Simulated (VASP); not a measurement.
# InAs (I-4m2) in VASP: further runs

Runs on InAs. Level: PBEsol. Tasks: single point.

Program: VASP 6.6.1. These are calculated values, not measurements. Logs are shortened: lines on timing, memory, paths and dates and some standing lists are left out, and cuts for length are marked.

### Step 1. The cell of the first run

Symmetry: I-4m2, No. 119, tetragonal system. Conventional cell: a = 4.369 Å, b = 4.369 Å, c = 6.270 Å, α = 90.00°, β = 90.00°, γ = 90.00°. In (site symmetry -4m2) has 4 As at 2.69 Å within 3.5 Å. Within 3.5 Å of As (site symmetry -4m2) lie 4 In at 2.69 Å.

### Step 2. Single point, PBEsol (strain +0.015 along x and y, +0.030 along z)

INCAR

```
SYSTEM = InAs
  PREC = Accurate
  ENCUT = 520
  EDIFF = 1E-6
  ISMEAR = 0
  SIGMA = 0.15
  LREAL = .False.
  LASPH = .True.
  NELM = 60
  ALGO = Normal
  ISIF = 2
  LWAVE = .False.
  LCHARG = .True.
  GGA = PS
  LELF = .True.
  LVHAR = .True.
  NBANDS = 16
```

KPOINTS

```
Automatic mesh
0
Gamma
  18 18 18
  0 0 0
```

POSCAR

```
InAs
1.0
    0.0000000000      3.0893889560      3.1350449504
    3.0893889560      0.0000000000      3.1350449504
    3.0893889560      3.0893889560      0.0000000000
In As
1 1
Direct
    0.0000000000      0.0000000000      0.0000000000
    0.7500000000      0.7500000000      0.7500000000
```

Potentials or basis: VASP PAW PBE potentials, release 64 (In_d, As).

Started as:

```sh
$ cat potpaw_PBE.64/In_d/POTCAR potpaw_PBE.64/As/POTCAR > POTCAR
$ mpirun -np 1 vasp_std > vasp.out
```

OUTCAR:

```text
SYSTEM = InAs
   PREC = Accurate
   ENCUT = 520
   EDIFF = 1E-6
   ISMEAR = 0
   LREAL = .False.
   LASPH = .True.
   NELM = 60
   ISIF = 2
   GGA = PS

 ion  position               nearest neighbor table
   1  0.000  0.000  0.000-   2 2.69   2 2.69   2 2.69   2 2.69
   2  0.750  0.750  0.750-   1 2.69   1 2.69   1 2.69   1 2.69

  LATTYP: Found a body centered tetragonal cell.
 ALAT       =     4.3690557610
 C/A-ratio  =     1.4351132702

  Lattice vectors:

 A1 = (  -3.0893889560,   0.0000000000,   3.1350449504)
 A2 = (   3.0893889560,   0.0000000000,   3.1350449504)
 A3 = (   0.0000000000,   3.0893889560,  -3.1350449504)

Analysis of symmetry for initial positions (statically):
=====================================================================
 Subroutine PRICEL returns:
 Original cell was already a primitive cell.

 Routine SETGRP: Setting up the symmetry group for a
 body centered tetragonal supercell.

 Subroutine GETGRP returns: Found  8 space group operations
 (whereof  8 operations were pure point group operations)
 out of a pool of 16 trial point group operations.

The static configuration has the point symmetry D_2d.

Analysis of symmetry for dynamics (positions and initial velocities):
=====================================================================
 Subroutine PRICEL returns:
 Original cell was already a primitive cell.

 Routine SETGRP: Setting up the symmetry group for a
 body centered tetragonal supercell.

 Subroutine GETGRP returns: Found  8 space group operations
 (whereof  8 operations were pure point group operations)
 out of a pool of 16 trial point group operations.

The dynamic configuration has the point symmetry D_2d.

 Subroutine INISYM returns: Found  8 space group operations
 (whereof  8 operations are pure point group operations),
 and found     1 'primitive' translations

----------------------------------------------------------------------------------------

                                     Primitive cell

  volume of cell :      59.8438

  direct lattice vectors                    reciprocal lattice vectors
     0.000000000  3.089388956  3.135044950    -0.161844302  0.161844302  0.159487346
     3.089388956  0.000000000  3.135044950     0.161844302 -0.161844302  0.159487346
     3.089388956  3.089388956  0.000000000     0.161844302  0.161844302 -0.159487346

  length of vectors
     4.401457822  4.401457822  4.369055761     0.278968403  0.278968403  0.278968403

  position of ions in fractional coordinates (direct lattice)
     0.000000000  0.000000000  0.000000000
     0.750000000  0.750000000  0.750000000

  ion indices of the primitive-cell ions
   primitive index   ion index
                 1           1
                 2           2

----------------------------------------------------------------------------------------

 KPOINTS: Automatic mesh

Automatic generation of k-mesh.
 Grid dimensions read from file:
 generate k-points for:   18   18   18

 Generating k-lattice:

  Cartesian coordinates                     Fractional coordinates (reciprocal lattice)
    -0.008991350  0.008991350  0.008860408     0.055555556  0.000000000  0.000000000
     0.008991350 -0.008991350  0.008860408     0.000000000  0.055555556  0.000000000
     0.008991350  0.008991350 -0.008860408     0.000000000  0.000000000  0.055555556

  Length of vectors
     0.015498245  0.015498245  0.015498245

  Shift w.r.t. Gamma in fractional coordinates (k-lattice)
     0.000000000  0.000000000  0.000000000

 Subroutine IBZKPT returns following result:
 ===========================================

 Found    480 irreducible k-points:

 Following reciprocal coordinates:
            Coordinates               Weight
  0.000000  0.000000  0.000000      1.000000
  0.055556  0.000000  0.000000      8.000000
  0.111111  0.000000  0.000000      8.000000
  0.166667 -0.000000  0.000000      8.000000
  0.222222 -0.000000  0.000000      8.000000
  0.277778  0.000000  0.000000      8.000000
[... 16 lines left out ...]
 -0.277778  0.055556  0.000000      8.000000
 -0.222222  0.055556  0.000000      8.000000
 [... further k-points ...]
   k-points           NKPTS =    480   k-points in BZ     NKDIM =    480   number of bands    NBANDS=     16
   number of dos      NEDOS =    301   number of ions     NIONS =      2
   total plane-waves  NPLWV =  41472
   dimension x,y,z NGX =    36 NGY =   36 NGZ =   32
   dimension x,y,z NGXF=    72 NGYF=   72 NGZF=   64
   ions per type =               1   1
   NGX,Y,Z   is equivalent  to a cutoff of  13.60, 13.60, 12.18 a.u.
   NGXF,Y,Z  is equivalent  to a cutoff of  27.19, 27.19, 24.35 a.u.
 SYSTEM =  InAs
   PREC   = accura    normal or accurate (medium, high low for compatibility)
   ISTART =      0    job   : 0-new  1-cont  2-samecut
   ICHARG =      2    charge: 1-file 2-atom 10-const
   ISPIN  =      1    spin polarized calculation?
   LNONCOLLINEAR =      F non collinear calculations
   LSORBIT =      F    spin-orbit coupling
   LASPH  =      T    aspherical Exc in radial PAW
   ENCUT  =  520.0 eV  38.22 Ry    6.18 a.u.   8.18  8.18  8.12*2*pi/ulx,y,z
   NELM   =     60;   NELMIN=  2; NELMDL= -5     # of ELM steps
   EDIFF  = 0.1E-05   stopping-criterion for ELM
   LREAL  =      F    real-space projection
   EDIFFG = 0.1E-04   stopping-criterion for IOM
   NSW    =      0    number of steps for IOM
   IBRION =     -1    ionic relax: 0-MD 1-quasi-New 2-CG
   NFREE  =      0    steps in history (QN), initial steepest desc. (CG)
   ISIF   =      2    stress and relaxation
   ISYM   =      2    0-nonsym 1-usesym 2-fastsym
   POTIM  = 0.5000    time-step for ionic-motion
   TEBEG  =    0.0;   TEEND  =   0.0 temperature during run
   PSTRESS=    0.0 pullay stress
   NELECT =      18.0000    total number of electrons
   NUPDOWN=      -1.0000    fix difference up-down
   EMIN   =  10.00;   EMAX   =-10.00  energy-range for DOS
   EFERMI =   0.00;   METHOD = LEGACY
   ISMEAR =     0;   SIGMA  =   0.15  broadening in eV -4-tet -1-fermi 0-gaus
   EFERMI_NEDOS =   21; number of points for ismear=-14 and -15
   IALGO  =     38    algorithm
   IMIX   =      4    mixing-type and parameters
     AMIX     =   0.40;   BMIX     =  1.00
     AMIX_MAG =   1.60;   BMIX_MAG =  1.00
  volume/ion in A,a.u.               =      29.92       201.92
  Fermi-wavevector in a.u.,A,eV,Ry     =   1.096881  2.072804 16.369809  1.203147
  Thomas-Fermi vector in A             =   2.233231
   LORBIT       =      0    0 simple, 1 ext, 2 COOP (PROOUT), +10 PAW based schemes
   GGA     = PS    functional components
   LHFCALC =     F    Hartree Fock is set to
   AEXX    =    0.0000 exact exchange contribution
   IVDW    =     0    specifies the selected vdW correction
   LEPSILON=     F    determine dielectric tensor
   LRPA    =     F    only Hartree local field effects (RPA)
 non-spin polarized calculation
 Gauss-broadening in eV      SIGMA  =   0.15
  energy-cutoff  :      520.00
  volume of cell :       59.84
 maximum number of plane-waves:      1639
 NGX is ok and might be reduce to    36
   NGX = 17   NGY = 17   NGZ = 17

 number of electron      17.9999998 magnetization

 Free energy of the ion-electron system (eV)
  ---------------------------------------------------
  ext. energy  EPLUGINS =         0.00000000
  ---------------------------------------------------
  free energy    TOTEN  =        -8.45945572 eV

  energy without entropy =       -8.45931353  energy(sigma->0) =       -8.45938462

 E-fermi :   3.7691     XC(G=0):  -8.9428

 val. band max:        3.6284037170   @ k =   0.0000   0.0000   0.0000
 cond. band min:       3.9489823002   @ k =   0.0556   0.0000   0.0000
 fundamental gap:      0.3205785832
 Fermi energy:         3.7690933279

 k-point     1 :       0.0000    0.0000    0.0000
  band No.  band energies     occupation
      1     -10.5851      2.00000
      2     -10.5802      2.00000
      3     -10.5802      2.00000
      4     -10.4852      2.00000
      5     -10.4826      2.00000
      6      -7.7992      2.00000
[... 8 lines left out ...]
     15      12.9393      0.00000
     16      13.1837      0.00000

 k-point     2 :       0.0556    0.0000    0.0000
  band No.  band energies     occupation
      1     -10.5862      2.00000
      2     -10.5811      2.00000
      3     -10.5792      2.00000
      4     -10.4852      2.00000
      5     -10.4826      2.00000
      6      -7.7710      2.00000
[... 8 lines left out ...]
     15      12.6277      0.00000
     16      12.8422      0.00000

 k-point     3 :       0.1111    0.0000    0.0000
  band No.  band energies     occupation
      1     -10.5937      2.00000
      2     -10.5795      2.00000
      3     -10.5766      2.00000
      4     -10.4853      2.00000
      5     -10.4825      2.00000
      6      -7.6877      2.00000
[... 8 lines left out ...]
     15      12.2297      0.00000
     16      12.4067      0.00000

 k-point     4 :       0.1667   -0.0000    0.0000
  band No.  band energies     occupation
      1     -10.6064      2.00000
      2     -10.5758      2.00000
      3     -10.5728      2.00000
      4     -10.4853      2.00000
      5     -10.4823      2.00000
      6      -7.5537      2.00000
[... 8 lines left out ...]
     15      11.9892      0.00000
     16      12.1046      0.00000
[... 324 lines left out ...]
 k-point    22 :      -0.3333    0.0556    0.0000
  band No.  band energies     occupation
      1     -10.6579      2.00000
      2     -10.5612      2.00000
      3     -10.5593      2.00000
      4     -10.4842      2.00000
      5     -10.4770      2.00000
      6      -6.8588      2.00000
[... 8 lines left out ...]
     15      12.2160      0.00000
     16      13.1949      0.00000

 k-point    23 :      -0.2778    0.0556    0.0000
  band No.  band energies     occupation
      1     -10.6444      2.00000
      2     -10.5641      2.00000
      3     -10.5628      2.00000
      4     -10.4857      2.00000
      5     -10.4784      2.00000
      6      -7.0738      2.00000
[... 8 lines left out ...]
     15      11.8174      0.00000
     16      12.7209      0.00000

 k-point    24 :      -0.2222    0.0556    0.0000
  band No.  band energies     occupation
      1     -10.6290      2.00000
      2     -10.5681      2.00000
      3     -10.5671      2.00000
      4     -10.4866      2.00000
      5     -10.4797      2.00000
      6      -7.2862      2.00000
[... 8 lines left out ...]
     15      11.7880      0.00000
     16      12.4534      0.00000

 [... further k-points ...]

------------------------ aborting loop because EDIFF is reached ----------------------------------------

  FORCE on cell =-STRESS in cart. coord.  units (eV):
  Direction    XX          YY          ZZ          XY          YZ          ZX
  --------------------------------------------------------------------------------------
  -------------------------------------------------------------------------------------
  Total       -0.9881110     -0.9881110     -1.1863040      0.0000000      0.0000000      0.0000000
  in kB      -26.4543680    -26.4543680    -31.7605211      0.0000000      0.0000000      0.0000000
  external PRESSURE =     -28.2230857 kB  Pullay stress =       0.0000000 kB

 VOLUME and BASIS-vectors are now :
 -----------------------------------------------------------------------------
  energy-cutoff  :      520.00
  volume of cell :       59.84
      direct lattice vectors                 reciprocal lattice vectors
     0.000000000  3.089388956  3.135044950    -0.161844302  0.161844302  0.159487346
     3.089388956  0.000000000  3.135044950     0.161844302 -0.161844302  0.159487346
     3.089388956  3.089388956  0.000000000     0.161844302  0.161844302 -0.159487346

 POSITION                                       TOTAL-FORCE (eV/Angst)
 -----------------------------------------------------------------------------------
      0.00000      0.00000      0.00000         0.000000      0.000000      0.000000
      4.63408      4.63408      4.70257        -0.000000     -0.000000     -0.000000
 -----------------------------------------------------------------------------------
    total drift:                               -0.000003     -0.000003      0.000003

  FREE ENERGIE OF THE ION-ELECTRON SYSTEM (eV)
  ---------------------------------------------------
  free  energy   TOTEN  =        -8.4594557163 eV

  energy  without entropy=       -8.4593135300  energy(sigma->0) =       -8.45938462
```

Run time: 2.3 min. Hardware: 1 thread of Intel Xeon 6975P-C (Granite Rapids), shared host; peak memory 0.58 GiB.

What came out:

```
Free energy            : -8.4595 eV
Pressure               : -2.8 GPa
Band gap on the k mesh : zero (filled and empty bands touch)
```

Caveat: the cell differs from its parent crystal (strain +0.015 along x and y, +0.030 along z); semilocal functionals underestimate gaps, and a narrow one can read as zero; the PAW data sets were made with another functional, which shifts forces and pressure a little; spin-orbit coupling is left out, which moves the levels of the heavy elements.

### Step 3. Single point, PBEsol (strain +0.030 along x and y, +0.015 along z)

INCAR

```
SYSTEM = InAs
PREC     = Accurate       ! precision mode
ENCUT    = 520            ! plane-wave cutoff, eV
EDIFF    = 1E-6           ! SCF threshold, eV
ISMEAR   = 0              ! smearing method
SIGMA    = 0.15           ! smearing width, eV
LREAL    = .False.        ! projectors in reciprocal space
LASPH    = .True.         ! aspherical terms in the spheres
NELM     = 80             ! most SCF steps
ALGO     = Normal         ! electronic algorithm
ISIF     = 2              ! what is computed and relaxed
LWAVE    = .False.        ! write WAVECAR
LCHARG   = .True.         ! write CHGCAR
GGA      = PS             ! functional
LELF     = .True.         ! ELF
LVHAR    = .True.       
NBANDS   = 16             ! bands
```

KPOINTS

```
regular mesh
0
Gamma
  18 18 18
  0 0 0
```

POSCAR

```
InAs
1.0
    0.0000000000      3.1350449504      3.0893889560
    3.1350449504      0.0000000000      3.0893889560
    3.1350449504      3.1350449504      0.0000000000
In As
1 1
Direct
    0.0000000000      0.0000000000      0.0000000000
    0.7500000000      0.7500000000      0.7500000000
```

Potentials or basis: VASP PAW PBE potentials, release 64 (In_d, As).

Started as:

```sh
$ cat potpaw_PBE.64/In_d/POTCAR potpaw_PBE.64/As/POTCAR > POTCAR
$ mpirun -np 1 vasp_std > vasp.out
```

OUTCAR:

```text
SYSTEM = InAs
   PREC = Accurate
   ENCUT = 520
   EDIFF = 1E-6
   ISMEAR = 0
   LREAL = .False.
   LASPH = .True.
   NELM = 80
   ISIF = 2
   GGA = PS

 ion  position               nearest neighbor table
   1  0.000  0.000  0.000-   2 2.70   2 2.70   2 2.70   2 2.70
   2  0.750  0.750  0.750-   1 2.70   1 2.70   1 2.70   1 2.70

  LATTYP: Found a body centered tetragonal cell.
 ALAT       =     4.4336230875
 C/A-ratio  =     1.3936182192

  Lattice vectors:

[... 645 lines left out ...]

  FORCE on cell =-STRESS in cart. coord.  units (eV):
  Direction    XX          YY          ZZ          XY          YZ          ZX
  --------------------------------------------------------------------------------------
  -------------------------------------------------------------------------------------
  Total       -1.3566555     -1.3566555     -1.1654245      0.0000000      0.0000000      0.0000000
  in kB      -35.7923351    -35.7923351    -30.7471297      0.0000000      0.0000000      0.0000000
  external PRESSURE =     -34.1106000 kB  Pullay stress =       0.0000000 kB

 VOLUME and BASIS-vectors are now :
 -----------------------------------------------------------------------------
  energy-cutoff  :      520.00
  volume of cell :       60.73
      direct lattice vectors                 reciprocal lattice vectors
     0.000000000  3.135044950  3.089388956    -0.159487346  0.159487346  0.161844302
     3.135044950  0.000000000  3.089388956     0.159487346 -0.159487346  0.161844302
     3.135044950  3.135044950  0.000000000     0.159487346  0.159487346 -0.161844302

 POSITION                                       TOTAL-FORCE (eV/Angst)
 -----------------------------------------------------------------------------------
      0.00000      0.00000      0.00000         0.000000      0.000000     -0.000000
      4.70257      4.70257      4.63408        -0.000000     -0.000000      0.000000
 -----------------------------------------------------------------------------------
    total drift:                               -0.000000     -0.000000      0.000000

  FREE ENERGIE OF THE ION-ELECTRON SYSTEM (eV)
  ---------------------------------------------------
  free  energy   TOTEN  =        -8.4424639738 eV

  energy  without entropy=       -8.4422975823  energy(sigma->0) =       -8.44238078
```

stdout:

```text
POSCAR found type information on POSCAR InAs
 POSCAR found :  2 types and       2 ions
 scaLAPACK will be used
 -----------------------------------------------------------------------------
|                                                                             |
|                                                                             |
|     You enforced a specific xc type in the INCAR file but a different       |
|     I HOPE YOU KNOW WHAT YOU ARE DOING!                                     |
|                                                                             |
 -----------------------------------------------------------------------------

 LDA part: xc-table for (Slater+PW92), standard interpolation
 POSCAR, INCAR and KPOINTS ok, starting setup
 FFT: planning ... GRIDC
 FFT: planning ... GRID_SOFT
 FFT: planning ... GRID
 WAVECAR not read
 entering main loop
```

Wall time 2.7 min (1 thread of Intel Xeon 6975P-C (Granite Rapids), shared host); peak memory 0.59 GiB.

Results:

- Free energy: -8.4425 eV
- Pressure: -3.4 GPa
- Band gap on the k mesh: 0.06 eV (least direct gap 0.06 eV)

Levels at points of the mesh, in eV from the valence-band top:
```
           k point  band 5  band 6  band 7  band 8  band 9  band 10  band 11  band 12  band 13  band 14
(0.00, 0.00, 0.00)  -14.06  -11.31   -0.73   -0.01   -0.01     0.06     3.80     3.84     3.84     7.02
(0.50, 0.00, 0.00)  -14.05  -10.10   -5.35   -0.89   -0.81     0.70     4.53     4.62     6.59     8.45
(0.50, 0.50, 0.00)  -14.04   -9.63   -5.43   -2.08   -2.08     1.56     1.89     8.58     8.59     8.59
(0.50, 0.00, 0.50)  -14.04   -9.66   -5.51   -2.01   -2.00     1.62     2.01     8.47     8.52     8.64
```

Caveat: the cell differs from its parent crystal (strain +0.030 along x and y, +0.015 along z); the cell stands under tension; the smearing spreads over this small gap; semilocal functionals underestimate gaps, and a narrow one can read as zero; the PAW data sets were made with another functional, which shifts forces and pressure a little; spin-orbit coupling is left out, which moves the levels of the heavy elements. A k mesh can miss the band edges.

The gap in the log of VASP goes by the Fermi energy; the results here count the filled bands.